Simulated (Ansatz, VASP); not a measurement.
**GaN in VASP and in Ansatz**

File INCAR:

```
SYSTEM = GaN
PREC = Accurate
ENCUT = 600
EDIFF = 1E-6
ISMEAR = 0
SIGMA = 0.01
LREAL = .FALSE.
LASPH = .TRUE.
NELM = 120
ALGO = Normal
ISIF = 2
LWAVE = .FALSE.
LCHARG = .FALSE.
GGA = PE
NBANDS = 26
GGA_COMPAT = .FALSE.
```

Contents of KPOINTS:

```
Automatic mesh
0
G
  12 12 6
  0 0 0
```

File POSCAR:

```
GaN
1.0
    3.2186242699      0.0000000000      0.0000000000
   -1.6093121350      2.7874103830      0.0000000000
    0.0000000000      0.0000000000      5.2435492390
Ga N
2 2
Direct
    0.3333333333      0.6666666667     -0.0460909914
    0.6666666667      0.3333333333      0.4539090086
    0.3333333333      0.6666666667      0.4230909914
    0.6666666667      0.3333333333      0.9230909914
```

Input for Ansatz:

```yaml
crystal:
  lattice:
    - [3.2186242699, 0.0, 0.0]
    - [-1.609312135, 2.787410383, 0.0]
    - [0.0, 0.0, 5.243549239]
  atoms:
    - { symbol: Ga, position: [0.3333333333, 0.6666666667, -0.0460909914] }
    - { symbol: Ga, position: [0.6666666667, 0.3333333333, 0.4539090086] }
    - { symbol: "N", position: [0.3333333333, 0.6666666667, 0.4230909914] }
    - { symbol: "N", position: [0.6666666667, 0.3333333333, 0.9230909914] }
basis:
  ecutwfc: 420
  xc_grid: 2
kpoints:
  mp_grid: { grid: [12, 12, 6] }
hamiltonian:
  xc: pbe
  pseudopotentials: { kind: paw, azcp: { folder: soft_1 } }
scf:
  occupations: { method: fixed }
output:
  forces: true
  stress: true
  eigenvalues: true
  polarization: {}
```

Change from the starting cell: polar distortion scaled by 0.25.

Alike in both runs: task single point; functional PBE; k mesh 12 × 12 × 6; no spin polarisation.

|  | VASP | Ansatz |
| --- | --- | --- |
| version | VASP 6.6.1 | Ansatz 0.2.0 |
| potentials or method | VASP PAW PBE potentials, release 64 (Ga_d, N), cutoff 600 eV | scalar-relativistic, plane waves, PAW |
| occupations | gaussian, width 0.01 eV | fixed |
| valence electrons in the cell | 36 | 36 |

```csv
,VASP,Ansatz,Ansatz less VASP
gap on the k mesh at the Fermi level (eV),1.64,1.63,-0.002
least direct gap on the mesh (eV),1.64,1.63,-0.002
pressure (GPa),7.7,8.0,+0.33
"traceless stress, the component that is largest in VASP (GPa)",-8.69,-8.87,-0.178
rms of the force components (eV/Å),0.434,0.436,+0.0018
```

Atom by atom the forces differ by 0.002 eV/Å (rms over components).
